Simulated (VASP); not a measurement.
# CdS (Hawleyite) (F-43m) in VASP: a series of runs

The runs below take CdS (Hawleyite) through single point, with PBE, LDA, PBEsol.

All numbers are computed with VASP 6.6.1; they aren't measurements. Logs are shortened: lines on timing, memory, paths and dates and some standing lists are left out, and cuts for length are marked.

## Step 1: The cell of the first run

The structure is cubic, space group F-43m (No. 216). The conventional cell has a = 5.878 Å, b = 5.878 Å, c = 5.878 Å, α = 90.00°, β = 90.00°, γ = 90.00°. Within 3.4 Å of Cd (site symmetry -43m) lie 4 S at 2.55 Å. Within 3.4 Å of S (site symmetry -43m) lie 4 Cd at 2.55 Å.

## Step 2: Single point, PBE

The input, INCAR:

```
ALGO = Normal
EDIFF = 1E-7
ENCUT = 520
GGA = PE
ISIF = 2
ISMEAR = 0
LASPH = True
LCHARG = False
LREAL = False
LWAVE = False
NBANDS = 16
NELM = 100
PREC = Accurate
SIGMA = 0.01
```

The input, KPOINTS:

```
k-points
0
Gamma
  4 4 4
```

The input, POSCAR:

```
CdS
1.0
    0.0000000000      2.9392138922      2.9392138922
    2.9392138922      0.0000000000      2.9392138922
    2.9392138922      2.9392138922      0.0000000000
Cd S
1 1
Direct
    0.0000000000      0.0000000000      0.0000000000
    0.2500000000      0.2500000000      0.2500000000
```

Potentials or basis: VASP PAW PBE potentials, release 64 (Cd, S).

The run is started by

```console
> cat potpaw_PBE.64/Cd/POTCAR potpaw_PBE.64/S/POTCAR > POTCAR
> mpirun -np 1 vasp_std > vasp.out
```

OUTCAR:

```text
EDIFF = 1E-7
   ENCUT = 520
   GGA = PE
   ISIF = 2
   ISMEAR = 0
   LASPH = True
   LREAL = False
   NELM = 100
   PREC = Accurate

 ion  position               nearest neighbor table
   1  0.000  0.000  0.000-   2 2.55   2 2.55   2 2.55   2 2.55
   2  0.250  0.250  0.250-   1 2.55   1 2.55   1 2.55   1 2.55

  LATTYP: Found a face centered cubic cell.
 ALAT       =     5.8784277844

  Lattice vectors:

 A1 = (   0.0000000000,   2.9392138922,   2.9392138922)
 A2 = (   2.9392138922,   0.0000000000,   2.9392138922)
 A3 = (   2.9392138922,   2.9392138922,   0.0000000000)

Analysis of symmetry for initial positions (statically):
=====================================================================
 Subroutine PRICEL returns:
 Original cell was already a primitive cell.

 Routine SETGRP: Setting up the symmetry group for a
 face centered cubic supercell.

 Subroutine GETGRP returns: Found 24 space group operations
 (whereof 24 operations were pure point group operations)
 out of a pool of 48 trial point group operations.

The static configuration has the point symmetry T_d .

Analysis of symmetry for dynamics (positions and initial velocities):
=====================================================================
 Subroutine PRICEL returns:
 Original cell was already a primitive cell.

 Routine SETGRP: Setting up the symmetry group for a
 face centered cubic supercell.

 Subroutine GETGRP returns: Found 24 space group operations
 (whereof 24 operations were pure point group operations)
 out of a pool of 48 trial point group operations.

The dynamic configuration has the point symmetry T_d .

 Subroutine INISYM returns: Found 24 space group operations
 (whereof 24 operations are pure point group operations),
 and found     1 'primitive' translations

----------------------------------------------------------------------------------------

                                     Primitive cell

  volume of cell :      50.7836

  direct lattice vectors                    reciprocal lattice vectors
     0.000000000  2.939213892  2.939213892    -0.170113513  0.170113513  0.170113513
     2.939213892  0.000000000  2.939213892     0.170113513 -0.170113513  0.170113513
     2.939213892  2.939213892  0.000000000     0.170113513  0.170113513 -0.170113513

  length of vectors
     4.156676149  4.156676149  4.156676149     0.294645247  0.294645247  0.294645247

  position of ions in fractional coordinates (direct lattice)
[... 61 lines left out ...]
   NELM   =    100;   NELMIN=  2; NELMDL= -5     # of ELM steps
   EDIFF  = 0.1E-06   stopping-criterion for ELM
   LREAL  =      F    real-space projection
   EDIFFG = 0.1E-05   stopping-criterion for IOM
   NSW    =      0    number of steps for IOM
   IBRION =     -1    ionic relax: 0-MD 1-quasi-New 2-CG
   NFREE  =      0    steps in history (QN), initial steepest desc. (CG)
   ISIF   =      2    stress and relaxation
   ISYM   =      2    0-nonsym 1-usesym 2-fastsym
   POTIM  = 0.5000    time-step for ionic-motion
   TEBEG  =    0.0;   TEEND  =   0.0 temperature during run
   PSTRESS=    0.0 pullay stress
   NELECT =      18.0000    total number of electrons
   NUPDOWN=      -1.0000    fix difference up-down
   EMIN   =  10.00;   EMAX   =-10.00  energy-range for DOS
   EFERMI =   0.00;   METHOD = LEGACY
   ISMEAR =     0;   SIGMA  =   0.01  broadening in eV -4-tet -1-fermi 0-gaus
   EFERMI_NEDOS =   21; number of points for ismear=-14 and -15
   IALGO  =     38    algorithm
   IMIX   =      4    mixing-type and parameters
     AMIX     =   0.40;   BMIX     =  1.00
     AMIX_MAG =   1.60;   BMIX_MAG =  1.00
  volume/ion in A,a.u.               =      25.39       171.35
  Fermi-wavevector in a.u.,A,eV,Ry     =   1.158576  2.189391 18.263073  1.342298
  Thomas-Fermi vector in A             =   2.295177
   LORBIT       =      0    0 simple, 1 ext, 2 COOP (PROOUT), +10 PAW based schemes
   GGA     = PE    functional components
   LHFCALC =     F    Hartree Fock is set to
   AEXX    =    0.0000 exact exchange contribution
   IVDW    =     0    specifies the selected vdW correction
   LEPSILON=     F    determine dielectric tensor
   LRPA    =     F    only Hartree local field effects (RPA)
 non-spin polarized calculation
 Gauss-broadening in eV      SIGMA  =   0.01
  energy-cutoff  :      520.00
  volume of cell :       50.78
 maximum number of plane-waves:      1384
 NGX is ok and might be reduce to    32
   NGX = 15   NGY = 15   NGZ = 15

 number of electron      18.0000005 magnetization

 Free energy of the ion-electron system (eV)
  ---------------------------------------------------
  ext. energy  EPLUGINS =         0.00000000
  ---------------------------------------------------
  free energy    TOTEN  =        -6.10703619 eV

  energy without entropy =       -6.10703619  energy(sigma->0) =       -6.10703619

 E-fermi :   1.2499     XC(G=0):  -9.0319

 val. band max:        1.1403499894   @ k =   0.0000   0.0000   0.0000
 cond. band min:       2.2271922149   @ k =   0.0000   0.0000   0.0000
 fundamental gap:      1.0868422255
 Fermi energy:         1.2499363331

 k-point     1 :       0.0000    0.0000    0.0000
  band No.  band energies     occupation
      1     -11.0867      2.00000
      2      -6.5277      2.00000
      3      -6.5277      2.00000
      4      -6.5277      2.00000
      5      -6.0815      2.00000
      6      -6.0815      2.00000
[... 129 lines left out ...]
      3      -6.2930      2.00000
      4      -6.1177      2.00000
      5      -6.0730      2.00000
      6      -5.4852      2.00000
[... 8 lines left out ...]
     15      14.2639      0.00000
     16      14.3833      0.00000

------------------------ aborting loop because EDIFF is reached ----------------------------------------

  FORCE on cell =-STRESS in cart. coord.  units (eV):
  Direction    XX          YY          ZZ          XY          YZ          ZX
  --------------------------------------------------------------------------------------
  -------------------------------------------------------------------------------------
  Total        0.5896489      0.5896489      0.5896489      0.0000000     -0.0000000     -0.0000000
  in kB       18.6028927     18.6028927     18.6028927      0.0000000     -0.0000000     -0.0000000
  external PRESSURE =      18.6028927 kB  Pullay stress =       0.0000000 kB

 VOLUME and BASIS-vectors are now :
 -----------------------------------------------------------------------------
  energy-cutoff  :      520.00
  volume of cell :       50.78
      direct lattice vectors                 reciprocal lattice vectors
     0.000000000  2.939213892  2.939213892    -0.170113513  0.170113513  0.170113513
     2.939213892  0.000000000  2.939213892     0.170113513 -0.170113513  0.170113513
     2.939213892  2.939213892  0.000000000     0.170113513  0.170113513 -0.170113513

 POSITION                                       TOTAL-FORCE (eV/Angst)
 -----------------------------------------------------------------------------------
      0.00000      0.00000      0.00000         0.000000      0.000000      0.000000
      1.46961      1.46961      1.46961        -0.000000     -0.000000     -0.000000
 -----------------------------------------------------------------------------------
    total drift:                               -0.000000     -0.000000     -0.000000

  FREE ENERGIE OF THE ION-ELECTRON SYSTEM (eV)
  ---------------------------------------------------
  free  energy   TOTEN  =        -6.1070361890 eV

  energy  without entropy=       -6.1070361890  energy(sigma->0) =       -6.10703619
```

OSZICAR:

```text
N       E                     dE             d eps       ncg     rms          rms(c)
DAV:   1     0.102815408639E+03    0.10282E+03   -0.89699E+03   256   0.102E+03
DAV:   2    -0.263596976425E+01   -0.10545E+03   -0.99432E+02   280   0.246E+02
DAV:   3    -0.664494805995E+01   -0.40090E+01   -0.39981E+01   344   0.508E+01
DAV:   4    -0.666948600132E+01   -0.24538E-01   -0.24535E-01   296   0.373E+00
DAV:   5    -0.666984427133E+01   -0.35827E-03   -0.35827E-03   344   0.425E-01    0.771E+00
DAV:   6    -0.612650031383E+01    0.54334E+00   -0.84896E-01   360   0.114E+01    0.628E+00
DAV:   7    -0.610633350996E+01    0.20167E-01   -0.20151E-01   304   0.306E+00    0.308E+00
DAV:   8    -0.610686321134E+01   -0.52970E-03   -0.18793E-02   288   0.171E+00    0.297E-01
DAV:   9    -0.610681484196E+01    0.48369E-04   -0.23258E-03   296   0.697E-01    0.609E-02
DAV:  10    -0.610694859399E+01   -0.13375E-03   -0.27121E-04   288   0.173E-01    0.719E-02
DAV:  11    -0.610704531403E+01   -0.96720E-04   -0.16295E-04   264   0.101E-01    0.255E-02
DAV:  12    -0.610703510080E+01    0.10213E-04   -0.29828E-05   376   0.707E-02    0.109E-02
DAV:  13    -0.610703651123E+01   -0.14104E-05   -0.45083E-06   280   0.123E-02    0.936E-03
DAV:  14    -0.610703621451E+01    0.29672E-06   -0.35100E-07   312   0.376E-03    0.552E-03
DAV:  15    -0.610703618902E+01    0.25490E-07   -0.44733E-08   264   0.134E-03
   1 F= -.61070362E+01 E0= -.61070362E+01  d E =-.184986E-55
```

stdout:

```text
POSCAR found type information on POSCAR CdS
 POSCAR found :  2 types and       2 ions
 scaLAPACK will be used
 LDA part: xc-table for (Slater+PW92), standard interpolation
 POSCAR, INCAR and KPOINTS ok, starting setup
 FFT: planning ... GRIDC
 FFT: planning ... GRID_SOFT
 FFT: planning ... GRID
 WAVECAR not read
 entering main loop
```

Wall time 7.3 s (1 thread of AMD EPYC 9R45 (Zen 5), shared host); peak memory 0.14 GiB.

What came out:

- Free energy: -6.1070 eV
- Pressure: 1.9 GPa
- Band gap on the k mesh: 1.09 eV, direct

Caveat: the k points lie up to 0.46 Å⁻¹ apart.

## Step 3: Single point, LDA

This run uses another cell than the first one, of 23.85 Å³/atom, 0.939 times its volume.

The input, INCAR:

```
PREC     = Accurate       # precision mode
ENCUT    = 520            # plane-wave cutoff, eV
EDIFF    = 1E-6           # SCF threshold, eV
ISMEAR   = -1             # smearing method
SIGMA    = 0.02           # smearing width, eV
LREAL    = F              # projectors in reciprocal space
LASPH    = T              # aspherical terms in the spheres
NELM     = 60             # most SCF steps
ALGO     = Normal         # electronic algorithm
ISIF     = 2              # what is computed and relaxed
LWAVE    = F              # write WAVECAR
LCHARG   = F              # write CHGCAR
NBANDS   = 16             # bands
```

The input, KPOINTS:

```
Automatic mesh
0
Gamma
  6 6 6
```

The input, POSCAR:

```
CdS
1.0
    0.0000000000      2.8784332884      2.8784332884
    2.8784332884      0.0000000000      2.8784332884
    2.8784332884      2.8784332884      0.0000000000
Cd S
1 1
Direct
    0.0000000000      0.0000000000      0.0000000000
    0.2500000000      0.2500000000      0.2500000000
```

Potentials or basis: VASP PAW LDA potentials, release 64 (Cd, S).

The run is started by

```console
> cat potpaw_LDA.64/Cd/POTCAR potpaw_LDA.64/S/POTCAR > POTCAR
> mpirun -np 1 vasp_std > vasp.out
```

It took 8.8 s on 1 thread of AMD EPYC 9R45 (Zen 5), shared host; peak memory 0.12 GiB.

The run converged. Its results:

* Free energy: -7.4038 eV
* Pressure: 0.6 GPa
* Band gap on the k mesh: 0.98 eV, direct

Levels at points of the mesh, in eV from the valence-band top:
```
           k point  band 5  band 6  band 7  band 8  band 9  band 10  band 11  band 12  band 13  band 14
(0.00, 0.00, 0.00)   -7.40   -7.40    0.00    0.00    0.00     0.98     6.35     6.35     6.35    11.29
(0.50, 0.00, 0.00)   -7.36   -6.98   -4.77   -0.83   -0.83     2.84     6.84     6.84     7.34    10.89
(0.50, 0.50, 0.00)   -7.30   -6.91   -4.23   -2.07   -2.07     3.24     4.21     9.13    10.78    10.78
```

## Step 4: Single point, PBEsol

This run uses another cell than the first one, of 24.70 Å³/atom, 0.973 times its volume.

The input, INCAR:

```
SYSTEM = CdS
PREC     = Accurate       ! precision mode
ENCUT    = 520            ! plane-wave cutoff, eV
EDIFF    = 1E-7           ! SCF threshold, eV
ISMEAR   = -1             ! smearing method
SIGMA    = 0.02           ! smearing width, eV
LREAL    = .FALSE.        ! projectors in reciprocal space
LASPH    = .TRUE.         ! aspherical terms in the spheres
NELM     = 100            ! most SCF steps
ALGO     = Normal         ! electronic algorithm
ISIF     = 2              ! what is computed and relaxed
LWAVE    = .FALSE.        ! write WAVECAR
LCHARG   = .TRUE.         ! write CHGCAR
GGA      = PS             ! functional
LELF     = .TRUE.         ! ELF
LVHAR    = .TRUE.       
NBANDS   = 16             ! bands
```

The input, KPOINTS:

```
regular mesh
0
G
  6 6 6
  0 0 0
```

The input, POSCAR:

```
CdS
1.0
    0.0000000000      2.9124546147      2.9124546147
    2.9124546147      0.0000000000      2.9124546147
    2.9124546147      2.9124546147      0.0000000000
Cd S
1 1
Direct
    0.0000000000      0.0000000000      0.0000000000
    0.2500000000      0.2500000000      0.2500000000
```

Potentials or basis: VASP PAW PBE potentials, release 64 (Cd, S).

The run is started by

```console
> cat potpaw_PBE.64/Cd/POTCAR potpaw_PBE.64/S/POTCAR > POTCAR
> mpirun -np 1 vasp_std > vasp.out
```

Run time: 14 s. Hardware: 1 thread of AMD EPYC 9R45 (Zen 5), shared host; peak memory 0.15 GiB.

Results (log left out):

- Free energy: -6.8106 eV
- Pressure: 0.4 GPa
- Band gap on the k mesh: 1.02 eV, direct

Levels at points of the mesh, in eV from the valence-band top:
```csv
k point,band 5,band 6,band 7,band 8,band 9,band 10,band 11,band 12,band 13,band 14
"(0.00, 0.00, 0.00)",-7.25,-7.25,0.00,0.00,0.00,1.02,6.44,6.44,6.44,11.23
"(0.50, 0.00, 0.00)",-7.21,-6.87,-4.51,-0.77,-0.77,2.89,6.91,6.91,7.34,10.89
"(0.50, 0.50, 0.00)",-7.16,-6.81,-4.03,-1.93,-1.93,3.38,4.25,9.09,10.69,10.69
```

Caveat: the PAW data sets were made with another functional, which shifts forces and pressure a little.

## Step 5: Summary

```tsv
level	potentials or basis	cell	k mesh	smearing	gap on the mesh (eV)	pressure (GPa)
PBE	VASP PAW PBE potentials, release 64 (Cd, S)	a = 4.157 Å, angles 60.0°, 2 atoms	4 × 4 × 4	gaussian 0.01 eV	1.09	1.9
LDA	VASP PAW LDA potentials, release 64 (Cd, S)	a = 4.071 Å, angles 60.0°, 2 atoms	6 × 6 × 6	fermi-dirac 0.02 eV	0.98	0.6
PBEsol	VASP PAW PBE potentials, release 64 (Cd, S)	a = 4.119 Å, angles 60.0°, 2 atoms	6 × 6 × 6	fermi-dirac 0.02 eV	1.02	0.4
```

Alike in all rows: task single point; no spin polarisation; cutoff (eV) 520.

Caveats: some runs use coarse meshes; the PAW data sets were made with another functional, which shifts forces and pressure a little (some runs).

Absolute energies hang on the potentials; compare differences alone.
